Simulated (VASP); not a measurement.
# AgCl in VASP: a series of runs

AgCl is run at these levels: PBE; tasks: single point.

Everything below comes from runs of VASP 6.6.1. Logs are shortened: lines on timing, memory, paths and dates and some standing lists are left out, and cuts for length are marked.

## Step 1: The cell of the first run

It takes space group Fm-3m (No. 225, cubic). The conventional cell has a = 5.470 Å, b = 5.470 Å, c = 5.470 Å, α = 90.00°, β = 90.00°, γ = 90.00°. Within 3.6 Å of Ag (site symmetry m-3m) lie 6 Cl at 2.73 Å. Within 3.6 Å of Cl (site symmetry m-3m) lie 6 Ag at 2.73 Å.

## Step 2: Single point, PBE

The input, INCAR:

```
SYSTEM = AgCl
PREC = Accurate
ENCUT = 500
EDIFF = 1E-6
ISMEAR = -1
SIGMA = 0.05
LREAL = .False.
LASPH = .True.
NELM = 120
ALGO = Normal
ISIF = 2
LWAVE = .False.
LCHARG = .True.
GGA = PE
LELF = .True.
LVHAR = .True.
NBANDS = 16
GGA_COMPAT = .False.
```

The input, KPOINTS:

```
regular mesh
0
Gamma
  6 6 6
  0 0 0
```

The input, POSCAR:

```
AgCl
1.0
    0.0000000000      2.7350000000      2.7350000000
    2.7350000000      0.0000000000      2.7350000000
    2.7350000000      2.7350000000      0.0000000000
Ag Cl
1 1
Direct
    0.0000000000      0.0000000000      0.0000000000
    0.5000000000      0.5000000000      0.5000000000
```

Potentials or basis: VASP PAW PBE potentials, release 64 (Ag, Cl).

Started as:

```
$ cat potpaw_PBE.64/Ag/POTCAR potpaw_PBE.64/Cl/POTCAR > POTCAR
$ mpirun -np 1 vasp_std > vasp.out
```

OUTCAR:

```text
SYSTEM = AgCl
   PREC = Accurate
   ENCUT = 500
   EDIFF = 1E-6
   ISMEAR = -1
   LREAL = .False.
   LASPH = .True.
   NELM = 120
   ISIF = 2
   GGA = PE

 ion  position               nearest neighbor table
   1  0.000  0.000  0.000-   2 2.73   2 2.73   2 2.73   2 2.73   2 2.73   2 2.73
   2  0.500  0.500  0.500-   1 2.73   1 2.73   1 2.73   1 2.73   1 2.73   1 2.73

  LATTYP: Found a face centered cubic cell.
 ALAT       =     5.4700000000

  Lattice vectors:

 A1 = (   0.0000000000,   2.7350000000,   2.7350000000)
 A2 = (   2.7350000000,   0.0000000000,   2.7350000000)
 A3 = (   2.7350000000,   2.7350000000,   0.0000000000)

Analysis of symmetry for initial positions (statically):
=====================================================================
 Subroutine PRICEL returns:
 Original cell was already a primitive cell.

 Routine SETGRP: Setting up the symmetry group for a
 face centered cubic supercell.

 Subroutine GETGRP returns: Found 48 space group operations
 (whereof 48 operations were pure point group operations)
 out of a pool of 48 trial point group operations.

The static configuration has the point symmetry O_h .

Analysis of symmetry for dynamics (positions and initial velocities):
=====================================================================
 Subroutine PRICEL returns:
 Original cell was already a primitive cell.

 Routine SETGRP: Setting up the symmetry group for a
 face centered cubic supercell.

 Subroutine GETGRP returns: Found 48 space group operations
 (whereof 48 operations were pure point group operations)
 out of a pool of 48 trial point group operations.

The dynamic configuration has the point symmetry O_h .

 Subroutine INISYM returns: Found 48 space group operations
 (whereof 48 operations are pure point group operations),
 and found     1 'primitive' translations

----------------------------------------------------------------------------------------

                                     Primitive cell

  volume of cell :      40.9168

  direct lattice vectors                    reciprocal lattice vectors
     0.000000000  2.735000000  2.735000000    -0.182815356  0.182815356  0.182815356
     2.735000000  0.000000000  2.735000000     0.182815356 -0.182815356  0.182815356
     2.735000000  2.735000000  0.000000000     0.182815356  0.182815356 -0.182815356

  length of vectors
     3.867874093  3.867874093  3.867874093     0.316645486  0.316645486  0.316645486

  position of ions in fractional coordinates (direct lattice)
     0.000000000  0.000000000  0.000000000
     0.500000000  0.500000000  0.500000000

  ion indices of the primitive-cell ions
   primitive index   ion index
                 1           1
                 2           2

----------------------------------------------------------------------------------------

 KPOINTS: regular mesh

Automatic generation of k-mesh.
 Grid dimensions read from file:
 generate k-points for:    6    6    6

 Generating k-lattice:

  Cartesian coordinates                     Fractional coordinates (reciprocal lattice)
    -0.030469226  0.030469226  0.030469226     0.166666667  0.000000000  0.000000000
     0.030469226 -0.030469226  0.030469226     0.000000000  0.166666667  0.000000000
     0.030469226  0.030469226 -0.030469226     0.000000000  0.000000000  0.166666667

  Length of vectors
     0.052774248  0.052774248  0.052774248

  Shift w.r.t. Gamma in fractional coordinates (k-lattice)
     0.000000000  0.000000000  0.000000000

 Subroutine IBZKPT returns following result:
 ===========================================

 Found     16 irreducible k-points:

 Following reciprocal coordinates:
            Coordinates               Weight
  0.000000  0.000000  0.000000      1.000000
  0.166667  0.000000  0.000000      8.000000
  0.333333  0.000000  0.000000      8.000000
  0.500000  0.000000  0.000000      4.000000
  0.166667  0.166667  0.000000      6.000000
  0.333333  0.166667  0.000000     24.000000
[... 8 lines left out ...]
 -0.333333  0.333333  0.166667     24.000000
 -0.333333  0.500000  0.166667     12.000000
   k-points           NKPTS =     16   k-points in BZ     NKDIM =     16   number of bands    NBANDS=     16
   number of dos      NEDOS =    301   number of ions     NIONS =      2
   total plane-waves  NPLWV =  21952
   dimension x,y,z NGX =    28 NGY =   28 NGZ =   28
   dimension x,y,z NGXF=    56 NGYF=   56 NGZF=   56
   ions per type =               1   1
   NGX,Y,Z   is equivalent  to a cutoff of  12.03, 12.03, 12.03 a.u.
   NGXF,Y,Z  is equivalent  to a cutoff of  24.07, 24.07, 24.07 a.u.
 SYSTEM =  AgCl
   PREC   = accura    normal or accurate (medium, high low for compatibility)
   ISTART =      0    job   : 0-new  1-cont  2-samecut
   ICHARG =      2    charge: 1-file 2-atom 10-const
   ISPIN  =      1    spin polarized calculation?
   LNONCOLLINEAR =      F non collinear calculations
   LSORBIT =      F    spin-orbit coupling
   LASPH  =      T    aspherical Exc in radial PAW
   ENCUT  =  500.0 eV  36.75 Ry    6.06 a.u.   7.05  7.05  7.05*2*pi/ulx,y,z
   NELM   =    120;   NELMIN=  2; NELMDL= -5     # of ELM steps
   EDIFF  = 0.1E-05   stopping-criterion for ELM
   LREAL  =      F    real-space projection
[... 7 lines left out ...]
   TEBEG  =    0.0;   TEEND  =   0.0 temperature during run
   PSTRESS=    0.0 pullay stress
   NELECT =      18.0000    total number of electrons
   NUPDOWN=      -1.0000    fix difference up-down
   EMIN   =  10.00;   EMAX   =-10.00  energy-range for DOS
   EFERMI =   0.00;   METHOD = LEGACY
   ISMEAR =    -1;   SIGMA  =   0.05  broadening in eV -4-tet -1-fermi 0-gaus
   EFERMI_NEDOS =   21; number of points for ismear=-14 and -15
   IALGO  =     38    algorithm
   IMIX   =      4    mixing-type and parameters
     AMIX     =   0.40;   BMIX     =  1.00
     AMIX_MAG =   1.60;   BMIX_MAG =  1.00
  volume/ion in A,a.u.               =      20.46       138.06
  Fermi-wavevector in a.u.,A,eV,Ry     =   1.245083  2.352866 21.092186  1.550232
  Thomas-Fermi vector in A             =   2.379321
   LORBIT       =      0    0 simple, 1 ext, 2 COOP (PROOUT), +10 PAW based schemes
   GGA     = PE    functional components
   LHFCALC =     F    Hartree Fock is set to
   AEXX    =    0.0000 exact exchange contribution
   IVDW    =     0    specifies the selected vdW correction
   LEPSILON=     F    determine dielectric tensor
   LRPA    =     F    only Hartree local field effects (RPA)
 non-spin polarized calculation
  energy-cutoff  :      500.00
  volume of cell :       40.92
 maximum number of plane-waves:      1056
   NGX = 15   NGY = 15   NGZ = 15

 number of electron      18.0000000 magnetization

 Free energy of the ion-electron system (eV)
  ---------------------------------------------------
  ext. energy  EPLUGINS =         0.00000000
  ---------------------------------------------------
  free energy    TOTEN  =        -5.36504685 eV

  energy without entropy =       -5.36504234  energy(sigma->0) =       -5.36504460

 E-fermi :   4.8768     XC(G=0): -10.1848

 val. band max:        4.3577778096   @ k =   0.5000   0.0000   0.0000
 cond. band min:       5.2597067404   @ k =   0.0000   0.0000   0.0000
 fundamental gap:      0.9019289309
 Fermi energy:         4.8768101980

 k-point     1 :       0.0000    0.0000    0.0000
  band No.  band energies     occupation
      1     -11.0777      2.00000
      2       1.7429      2.00000
      3       1.7429      2.00000
      4       1.7429      2.00000
      5       1.7864      2.00000
      6       1.7864      2.00000
[... 8 lines left out ...]
     15      17.9240      0.00000
     16      17.9240      0.00000

 k-point     2 :       0.1667    0.0000    0.0000
  band No.  band energies     occupation
      1     -10.9621      2.00000
      2       0.6161      2.00000
      3       0.8231      2.00000
      4       0.8231      2.00000
      5       1.8432      2.00000
      6       1.8432      2.00000
[... 8 lines left out ...]
     15      16.3871      0.00000
     16      17.1594      0.00000

 k-point     3 :       0.3333    0.0000    0.0000
  band No.  band energies     occupation
      1     -10.7142      2.00000
      2      -0.7048      2.00000
      3       0.1550      2.00000
      4       0.1550      2.00000
      5       2.0445      2.00000
      6       2.0445      2.00000
[... 8 lines left out ...]
     15      17.1955      0.00000
     16      17.2541      0.00000

 k-point     4 :       0.5000    0.0000    0.0000
  band No.  band energies     occupation
      1     -10.5804      2.00000
      2      -1.2356      2.00000
      3      -0.0789      2.00000
      4      -0.0789      2.00000
      5       2.1501      2.00000
      6       2.1501      2.00000
[... 8 lines left out ...]
     15      18.0644      0.00000
     16      18.0900      0.00000

 k-point     5 :       0.1667    0.1667    0.0000
  band No.  band energies     occupation
      1     -10.9312      2.00000
      2       0.0974      2.00000
      3       1.2346      2.00000
      4       1.2346      2.00000
      5       1.6508      2.00000
      6       1.8378      2.00000
[... 8 lines left out ...]
     15      18.5284      0.00000
     16      19.2767      0.00000

 k-point     6 :       0.3333    0.1667    0.0000
  band No.  band energies     occupation
      1     -10.7437      2.00000
      2      -0.5077      2.00000
      3       0.4617      2.00000
      4       0.6052      2.00000
      5       1.7882      2.00000
      6       2.0744      2.00000
[... 8 lines left out ...]
     15      18.3723      0.00000
     16      19.1041      0.00000
[... 115 lines left out ...]
 k-point    13 :       0.5000    0.5000    0.0000
  band No.  band energies     occupation
      1     -10.5674      2.00000
      2      -0.2776      2.00000
      3       1.0734      2.00000
      4       1.0734      2.00000
      5       1.3799      2.00000
      6       1.9946      2.00000
[... 8 lines left out ...]
     15      19.5336      0.00000
     16      19.5336      0.00000

 k-point    14 :       0.5000    0.3333    0.1667
  band No.  band energies     occupation
      1     -10.6095      2.00000
      2      -0.6230      2.00000
      3       0.1398      2.00000
      4       0.4543      2.00000
      5       1.9515      2.00000
      6       2.1562      2.00000
[... 8 lines left out ...]
     15      18.9304      0.00000
     16      20.6192      0.00000

 k-point    15 :      -0.3333    0.3333    0.1667
  band No.  band energies     occupation
      1     -10.5406      2.00000
      2      -0.5219      2.00000
      3       0.0273      2.00000
      4       0.0920      2.00000
      5       2.0741      2.00000
      6       2.1536      2.00000
[... 8 lines left out ...]
     15      18.0389      0.00000
     16      19.6762      0.00000

 k-point    16 :      -0.3333    0.5000    0.1667
  band No.  band energies     occupation
      1     -10.5373      2.00000
      2      -0.1283      2.00000
      3       0.0773      2.00000
      4       0.3758      2.00000
      5       2.0294      2.00000
      6       2.2815      2.00000
[... 8 lines left out ...]
     15      18.7501      0.00000
     16      19.5051      0.00000

------------------------ aborting loop because EDIFF is reached ----------------------------------------

  FORCE on cell =-STRESS in cart. coord.  units (eV):
  Direction    XX          YY          ZZ          XY          YZ          ZX
  --------------------------------------------------------------------------------------
  -------------------------------------------------------------------------------------
  Total        0.9667763      0.9667763      0.9667763      0.0000000      0.0000000     -0.0000000
  in kB       37.8559902     37.8559902     37.8559902      0.0000000      0.0000000     -0.0000000
  external PRESSURE =      37.8559902 kB  Pullay stress =       0.0000000 kB

 VOLUME and BASIS-vectors are now :
 -----------------------------------------------------------------------------
  energy-cutoff  :      500.00
  volume of cell :       40.92
      direct lattice vectors                 reciprocal lattice vectors
     0.000000000  2.735000000  2.735000000    -0.182815356  0.182815356  0.182815356
     2.735000000  0.000000000  2.735000000     0.182815356 -0.182815356  0.182815356
     2.735000000  2.735000000  0.000000000     0.182815356  0.182815356 -0.182815356

 POSITION                                       TOTAL-FORCE (eV/Angst)
 -----------------------------------------------------------------------------------
      0.00000      0.00000      0.00000        -0.000000      0.000000      0.000000
      2.73500      2.73500      2.73500         0.000000     -0.000000     -0.000000
 -----------------------------------------------------------------------------------
    total drift:                                0.000000      0.000000      0.000000

  FREE ENERGIE OF THE ION-ELECTRON SYSTEM (eV)
  ---------------------------------------------------
  free  energy   TOTEN  =        -5.3650468490 eV

  energy  without entropy=       -5.3650423442  energy(sigma->0) =       -5.36504460
```

It took 24 s on 1 thread of AMD EPYC 7R13, shared host; peak memory 0.13 GiB.

What came out:

| Quantity | Value |
| --- | --- |
| Free energy | -5.3650 eV |
| Pressure | 3.8 GPa |
| Band gap on the k mesh | 0.90 eV (least direct gap 3.40 eV) |

Levels at points of the mesh, in eV from the valence-band top:
```tsv
k point	band 6	band 7	band 8	band 9	band 10	band 11	band 12	band 13
(0.00, 0.00, 0.00)	-2.57	-2.50	-2.50	-2.50	0.90	10.84	10.84	10.84
(0.50, 0.00, 0.00)	-2.21	-1.87	0.00	0.00	4.13	6.77	7.59	7.59
(0.50, 0.50, 0.00)	-2.36	-2.08	-2.08	-1.96	2.31	7.96	8.77	11.73
```

Caveat: the cell stands under pressure. Expect the measured gap to be larger: semilocal functionals such as PBE lack the derivative discontinuity.

(Continued in part 2 of 2.)
